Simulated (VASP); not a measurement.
# HgTe (Coloradoite) (P1) in VASP: further runs

Runs on HgTe (Coloradoite). Level: PBE. Tasks: single point.

All numbers are computed with VASP 6.6.1; they aren't measurements. Logs are shortened: lines on timing, memory, paths and dates and some standing lists are left out, and cuts for length are marked.

### 1 The cell of the first run

The typed cell holds 2 atoms: a = 4.490 Å, b = 4.520 Å, c = 4.595 Å, α = 60.67°, β = 59.59°, γ = 60.78°.

### 2 Single point, PBE

INCAR reads:

```
  ALGO = Normal
  EDIFF = 1E-6
  ENCUT = 500
  GGA = PE
  GGA_COMPAT = False
  ISIF = 2
  ISMEAR = 0
  LASPH = True
  LCHARG = False
  LREAL = False
  LWAVE = False
  NBANDS = 16
  NELM = 120
  PREC = Accurate
  SIGMA = 0.01
```

KPOINTS reads:

```
k-points
0
Gamma
  3 3 3
```

POSCAR reads:

```
HgTe
1.0
    0.0147645258      3.2164629716      3.1327739530
    3.2166232378     -0.0273554410      3.1748939199
    3.2277817736      3.2697514909     -0.0385239935
Hg Te
1 1
Direct
    0.0015000000      0.9970100000      0.0008700000
    0.2536100000      0.2585600000      0.2402600000
```

Potentials or basis: VASP PAW PBE potentials, release 64 (Hg, Te).

The run is started by

```console
cat potpaw_PBE.64/Hg/POTCAR potpaw_PBE.64/Te/POTCAR > POTCAR
mpirun -np 1 vasp_std > vasp.out
```

OUTCAR:

```text
EDIFF = 1E-6
   ENCUT = 500
   GGA = PE
   ISIF = 2
   ISMEAR = 0
   LASPH = True
   LREAL = False
   NELM = 120
   PREC = Accurate

 ion  position               nearest neighbor table
   1  0.002  0.997  0.001-   2 2.75   2 2.76   2 2.78   2 2.85
   2  0.254  0.259  0.240-   1 2.75   1 2.76   1 2.78   1 2.85

  LATTYP: Found a triclinic cell.
 ALAT       =     4.5580731891
 B/A-ratio  =     0.9915734226
 C/A-ratio  =     0.9905070103
 COS(alpha) =     0.0129903702
 COS(beta)  =     0.4850230245
 COS(gamma) =     0.5107352017

  Lattice vectors:

 A1 = (  -3.2018587120,   3.2438184126,  -0.0421199669)
 A2 = (  -3.2166232378,   0.0273554410,  -3.1748939199)
 A3 = (  -3.2130172478,  -0.0532885193,   3.1712979465)

Analysis of symmetry for initial positions (statically):
=====================================================================
 Subroutine PRICEL returns:
 Original cell was already a primitive cell.

 Routine SETGRP: Setting up the symmetry group for a
 triclinic supercell.

 Subroutine GETGRP returns: Found  1 space group operations
 (whereof  1 operations were pure point group operations)
 out of a pool of  2 trial point group operations.

The static configuration has the point symmetry C_1 .

Analysis of symmetry for dynamics (positions and initial velocities):
=====================================================================
 Subroutine PRICEL returns:
 Original cell was already a primitive cell.

 Routine SETGRP: Setting up the symmetry group for a
 triclinic supercell.

 Subroutine GETGRP returns: Found  1 space group operations
 (whereof  1 operations were pure point group operations)
 out of a pool of  2 trial point group operations.

The dynamic configuration has the point symmetry C_1 .

 Subroutine INISYM returns: Found  1 space group operations
 (whereof  1 operations are pure point group operations),
 and found     1 'primitive' translations

----------------------------------------------------------------------------------------

                                     Primitive cell

  volume of cell :      66.4329

  direct lattice vectors                    reciprocal lattice vectors
     0.014764526  3.216462972  3.132773953    -0.156248684  0.156124072  0.159647536
     3.216623238 -0.027355441  3.174893920     0.156056656 -0.152220851  0.155551800
     3.227781774  3.269751491 -0.038523993     0.155007837  0.150980476 -0.155744313

  length of vectors
     4.490002748  4.519664233  4.594707182     0.272535709  0.267808196  0.266606123

  position of ions in fractional coordinates (direct lattice)
     0.001500000  0.997010000  0.000870000
     0.253610000  0.258560000  0.240260000

  ion indices of the primitive-cell ions
   primitive index   ion index
                 1           1
                 2           2

----------------------------------------------------------------------------------------

 KPOINTS: k-points

Automatic generation of k-mesh.
 Grid dimensions read from file:
 generate k-points for:    3    3    3

 Generating k-lattice:

  Cartesian coordinates                     Fractional coordinates (reciprocal lattice)
    -0.052082895  0.052041357  0.053215845     0.333333333 -0.000000000  0.000000000
     0.052018885 -0.050740284  0.051850600     0.000000000  0.333333333  0.000000000
     0.051669279  0.050326825 -0.051914771     0.000000000  0.000000000  0.333333333

  Length of vectors
     0.090845236  0.089269399  0.088868708

  Shift w.r.t. Gamma in fractional coordinates (k-lattice)
     0.000000000  0.000000000  0.000000000

 Subroutine IBZKPT returns following result:
 ===========================================

 Found     14 irreducible k-points:

 Following reciprocal coordinates:
            Coordinates               Weight
  0.000000  0.000000  0.000000      1.000000
  0.333333  0.000000 -0.000000      2.000000
  0.000000  0.333333 -0.000000      2.000000
  0.333333  0.333333 -0.000000      2.000000
 -0.333333  0.333333 -0.000000      2.000000
  0.000000  0.000000  0.333333      2.000000
  0.333333  0.000000  0.333333      2.000000
 -0.333333  0.000000  0.333333      2.000000
  0.000000  0.333333  0.333333      2.000000
  0.333333  0.333333  0.333333      2.000000
 -0.333333  0.333333  0.333333      2.000000
 -0.000000 -0.333333  0.333333      2.000000
  0.333333 -0.333333  0.333333      2.000000
 -0.333333 -0.333333  0.333333      2.000000
   k-points           NKPTS =     14   k-points in BZ     NKDIM =     14   number of bands    NBANDS=     16
   number of dos      NEDOS =    301   number of ions     NIONS =      2
   total plane-waves  NPLWV =  46656
   dimension x,y,z NGX =    36 NGY =   36 NGZ =   36
   dimension x,y,z NGXF=    72 NGYF=   72 NGZF=   72
   ions per type =               1   1
   NGX,Y,Z   is equivalent  to a cutoff of  13.33, 13.24, 13.03 a.u.
   NGXF,Y,Z  is equivalent  to a cutoff of  26.66, 26.48, 26.05 a.u.
 SYSTEM =  unknown system
   PREC   = accura    normal or accurate (medium, high low for compatibility)
   ISTART =      0    job   : 0-new  1-cont  2-samecut
   ICHARG =      2    charge: 1-file 2-atom 10-const
   ISPIN  =      1    spin polarized calculation?
   LNONCOLLINEAR =      F non collinear calculations
   LSORBIT =      F    spin-orbit coupling
   LASPH  =      T    aspherical Exc in radial PAW
   ENCUT  =  500.0 eV  36.75 Ry    6.06 a.u.   8.19  8.24  8.38*2*pi/ulx,y,z
   NELM   =    120;   NELMIN=  2; NELMDL= -5     # of ELM steps
   EDIFF  = 0.1E-05   stopping-criterion for ELM
   LREAL  =      F    real-space projection
   EDIFFG = 0.1E-04   stopping-criterion for IOM
   NSW    =      0    number of steps for IOM
   IBRION =     -1    ionic relax: 0-MD 1-quasi-New 2-CG
   NFREE  =      0    steps in history (QN), initial steepest desc. (CG)
   ISIF   =      2    stress and relaxation
   ISYM   =      2    0-nonsym 1-usesym 2-fastsym
   POTIM  = 0.5000    time-step for ionic-motion
   TEBEG  =    0.0;   TEEND  =   0.0 temperature during run
   PSTRESS=    0.0 pullay stress
   NELECT =      18.0000    total number of electrons
   NUPDOWN=      -1.0000    fix difference up-down
   EMIN   =  10.00;   EMAX   =-10.00  energy-range for DOS
   EFERMI =   0.00;   METHOD = LEGACY
   ISMEAR =     0;   SIGMA  =   0.01  broadening in eV -4-tet -1-fermi 0-gaus
   EFERMI_NEDOS =   21; number of points for ismear=-14 and -15
   IALGO  =     38    algorithm
   IMIX   =      4    mixing-type and parameters
     AMIX     =   0.40;   BMIX     =  1.00
     AMIX_MAG =   1.60;   BMIX_MAG =  1.00
  volume/ion in A,a.u.               =      33.22       224.16
  Fermi-wavevector in a.u.,A,eV,Ry     =   1.059346  2.001874 15.268648  1.122214
  Thomas-Fermi vector in A             =   2.194688
   LORBIT       =      0    0 simple, 1 ext, 2 COOP (PROOUT), +10 PAW based schemes
   GGA     = PE    functional components
   LHFCALC =     F    Hartree Fock is set to
   AEXX    =    0.0000 exact exchange contribution
   IVDW    =     0    specifies the selected vdW correction
   LEPSILON=     F    determine dielectric tensor
   LRPA    =     F    only Hartree local field effects (RPA)
 non-spin polarized calculation
 Gauss-broadening in eV      SIGMA  =   0.01
  energy-cutoff  :      500.00
  volume of cell :       66.43
 maximum number of plane-waves:      1697
 NGX is ok and might be reduce to    36
   NGX = 17   NGY = 17   NGZ = 17

 number of electron      18.0000000 magnetization

 Free energy of the ion-electron system (eV)
  ---------------------------------------------------
  ext. energy  EPLUGINS =         0.00000000
  ---------------------------------------------------
  free energy    TOTEN  =        -3.21554147 eV

  energy without entropy =       -3.21553251  energy(sigma->0) =       -3.21553699

 E-fermi :   3.3792     XC(G=0):  -8.7736

 val. band max:        3.3595598765   @ k =   0.0000   0.0000   0.0000
 cond. band min:       3.3987646294   @ k =   0.0000   0.0000   0.0000
 fundamental gap:      0.0392047528
 Fermi energy:         3.3791622532

 k-point     1 :       0.0000    0.0000    0.0000
  band No.  band energies     occupation
      1      -8.7538      2.00000
      2      -4.2200      2.00000
      3      -4.1947      2.00000
      4      -4.1138      2.00000
      5      -3.6500      2.00000
      6      -3.6244      2.00000
[... 8 lines left out ...]
     15      12.7264      0.00000
     16      12.9956      0.00000

 k-point     2 :       0.3333    0.0000   -0.0000
  band No.  band energies     occupation
      1      -8.2934      2.00000
      2      -4.0732      2.00000
      3      -4.0339      2.00000
      4      -3.8514      2.00000
      5      -3.6365      2.00000
      6      -3.6286      2.00000
[... 8 lines left out ...]
     15      12.0735      0.00000
     16      12.2461      0.00000

 k-point     3 :       0.0000    0.3333   -0.0000
  band No.  band energies     occupation
      1      -8.3109      2.00000
      2      -4.0831      2.00000
      3      -4.0305      2.00000
      4      -3.8546      2.00000
      5      -3.6370      2.00000
      6      -3.6289      2.00000
[... 8 lines left out ...]
     15      12.1233      0.00000
     16      12.2963      0.00000

 k-point     4 :       0.3333    0.3333   -0.0000
  band No.  band energies     occupation
      1      -8.1595      2.00000
      2      -4.0527      2.00000
      3      -3.9760      2.00000
      4      -3.8718      2.00000
      5      -3.5986      2.00000
      6      -3.5696      2.00000
[... 8 lines left out ...]
     15      13.2885      0.00000
     16      15.0631      0.00000

 k-point     5 :      -0.3333    0.3333   -0.0000
  band No.  band energies     occupation
      1      -7.9841      2.00000
      2      -3.9809      2.00000
      3      -3.8753      2.00000
      4      -3.7281      2.00000
      5      -3.6365      2.00000
      6      -3.1744      2.00000
[... 8 lines left out ...]
     15      12.3421      0.00000
     16      15.3351      0.00000

 k-point     6 :       0.0000    0.0000    0.3333
  band No.  band energies     occupation
      1      -8.3485      2.00000
      2      -4.1365      2.00000
      3      -4.1126      2.00000
      4      -3.7599      2.00000
      5      -3.6328      2.00000
      6      -3.6123      2.00000
[... 8 lines left out ...]
     15      12.1552      0.00000
     16      12.3678      0.00000

 k-point     7 :       0.3333    0.0000    0.3333
  band No.  band energies     occupation
      1      -8.1700      2.00000
      2      -4.0521      2.00000
      3      -3.9504      2.00000
      4      -3.8988      2.00000
      5      -3.6018      2.00000
      6      -3.5851      2.00000
[... 8 lines left out ...]
     15      13.4324      0.00000
     16      14.9138      0.00000

 k-point     8 :      -0.3333    0.0000    0.3333
  band No.  band energies     occupation
      1      -8.0077      2.00000
      2      -4.0139      2.00000
      3      -3.9413      2.00000
      4      -3.6928      2.00000
      5      -3.6262      2.00000
      6      -3.1629      2.00000
[... 8 lines left out ...]
     15      12.4171      0.00000
     16      14.9353      0.00000

 k-point     9 :       0.0000    0.3333    0.3333
  band No.  band energies     occupation
      1      -8.1636      2.00000
      2      -4.0527      2.00000
      3      -3.9666      2.00000
      4      -3.8899      2.00000
      5      -3.5907      2.00000
      6      -3.5804      2.00000
[... 8 lines left out ...]
     15      13.3371      0.00000
     16      15.0266      0.00000

 k-point    10 :       0.3333    0.3333    0.3333
  band No.  band energies     occupation
      1      -8.3121      2.00000
      2      -4.1050      2.00000
      3      -4.0537      2.00000
      4      -3.8122      2.00000
      5      -3.6428      2.00000
      6      -3.6154      2.00000
[... 8 lines left out ...]
     15      12.0941      0.00000
     16      12.2998      0.00000

 k-point    11 :      -0.3333    0.3333    0.3333
  band No.  band energies     occupation
      1      -7.9859      2.00000
      2      -4.0031      2.00000
      3      -3.8946      2.00000
      4      -3.7081      2.00000
      5      -3.6313      2.00000
      6      -3.1477      2.00000
[... 8 lines left out ...]
     15      12.3154      0.00000
     16      15.1996      0.00000

 k-point    12 :      -0.0000   -0.3333    0.3333
  band No.  band energies     occupation
      1      -8.0146      2.00000
      2      -4.0082      2.00000
      3      -3.9503      2.00000
      4      -3.6980      2.00000
      5      -3.6224      2.00000
      6      -3.1835      2.00000
[... 8 lines left out ...]
     15      12.4706      0.00000
     16      15.1040      0.00000

 k-point    13 :       0.3333   -0.3333    0.3333
  band No.  band energies     occupation
      1      -7.9972      2.00000
      2      -3.9984      2.00000
      3      -3.9007      2.00000
      4      -3.7061      2.00000
      5      -3.6274      2.00000
      6      -3.1736      2.00000
[... 8 lines left out ...]
     15      12.4566      0.00000
     16      14.9573      0.00000

 k-point    14 :      -0.3333   -0.3333    0.3333
  band No.  band energies     occupation
      1      -8.0150      2.00000
      2      -4.0081      2.00000
      3      -3.9716      2.00000
      4      -3.6793      2.00000
      5      -3.6339      2.00000
      6      -3.1639      2.00000
[... 8 lines left out ...]
     15      12.3342      0.00000
     16      15.2895      0.00000

------------------------ aborting loop because EDIFF is reached ----------------------------------------

  FORCE on cell =-STRESS in cart. coord.  units (eV):
  Direction    XX          YY          ZZ          XY          YZ          ZX
  --------------------------------------------------------------------------------------
  -------------------------------------------------------------------------------------
  Total        2.6240528      2.5499984      2.4642299     -0.3726505      0.3272599      0.2163988
  in kB       63.2848334     61.4988476     59.4303509     -8.9872913      7.8925955      5.2189365
  external PRESSURE =      61.4046773 kB  Pullay stress =       0.0000000 kB

 VOLUME and BASIS-vectors are now :
 -----------------------------------------------------------------------------
  energy-cutoff  :      500.00
  volume of cell :       66.43
      direct lattice vectors                 reciprocal lattice vectors
     0.014764526  3.216462972  3.132773953    -0.156248684  0.156124072  0.159647536
     3.216623238 -0.027355441  3.174893920     0.156056656 -0.152220851  0.155551800
     3.227781774  3.269751491 -0.038523993     0.155007837  0.150980476 -0.155744313

 POSITION                                       TOTAL-FORCE (eV/Angst)
 -----------------------------------------------------------------------------------
      3.20984     -0.01960      3.17007        -0.164455     -0.085234      0.216304
      1.61094      1.59424      1.60615         0.164455      0.085234     -0.216304
 -----------------------------------------------------------------------------------
    total drift:                                0.000072      0.000510      0.000291

  FREE ENERGIE OF THE ION-ELECTRON SYSTEM (eV)
  ---------------------------------------------------
  free  energy   TOTEN  =        -3.2155414695 eV

  energy  without entropy=       -3.2155325097  energy(sigma->0) =       -3.21553699
```

Run time: 32 s. Hardware: 1 thread of Intel Xeon 8259CL, shared host; peak memory 0.2 GiB.

What came out:

```yaml
Free_energy: -3.2155 eV
Pressure: 6.1 GPa
Largest_force: 0.285 eV/Å
Band_gap_on_the_k_mesh: 0.04 eV, direct
```

Forces on the atoms (eV/Å):
```
Hg  -0.164 -0.085  0.216
Te   0.164  0.085 -0.216
```

Levels at points of the mesh, in eV from the valence-band top:
| k point | band 5 | band 6 | band 7 | band 8 | band 9 | band 10 | band 11 | band 12 | band 13 | band 14 |
| --- | --- | --- | --- | --- | --- | --- | --- | --- | --- | --- |
| (0.00, 0.00, 0.00) | -7.01 | -6.98 | -0.75 | -0.08 | 0.00 | 0.04 | 3.99 | 4.16 | 4.29 | 6.47 |

Caveat: the k points lie up to 0.57 Å⁻¹ apart; spin-orbit coupling is left out, which moves the levels of the heavy elements.

[end of part 1 of 2]
